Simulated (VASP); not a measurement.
TiO2, 12 atoms in the cell. It takes space group Pbcn (No. 60, orthorhombic). Conventional cell: a = 4.575 Å, b = 5.566 Å, c = 4.921 Å, α = 90.00°, β = 90.00°, γ = 90.00°. Ti (site symmetry 2) has 6 O at 1.87 to 2.12 Å within 2.5 Å. O (site symmetry 1) has 3 Ti at 1.87 to 2.12 Å within 2.5 Å. 

| Quantity | Value |
| --- | --- |
| Program | VASP 6.6.1 |
| Task | single point |
| Functional | PBE |
| Potentials or basis | VASP PAW PBE potentials, release 64 (Ti_sv, O) |
| Cutoff | 520 eV |
| k mesh | 6 × 5 × 6 |
| Occupations | fermi-dirac, width 0.05 eV |
| Spin | no spin polarisation |
| Dipole correction | no |
| Further INCAR settings | ALGO = Normal; EDIFF = 1e-07; NBANDS = 60 |

Potentials or basis: VASP PAW PBE potentials, release 64 (Ti_sv, O).

The run is started by

```sh
$ cat potpaw_PBE.64/Ti_sv/POTCAR potpaw_PBE.64/O/POTCAR > POTCAR
$ mpirun -np 1 vasp_std > vasp.out
```

Hardware: 1 thread of AMD EPYC 9R45 96-Core Processor (Zen 5) (shared host).

**Question.** How long does it take, and how much memory?

**Answer.** Wall time 3.8 min on 1 thread of AMD EPYC 9R45 96-Core Processor (Zen 5), with other jobs on the host, peak memory 0.36 GiB. Counts: scf iterations 18, k points 48.
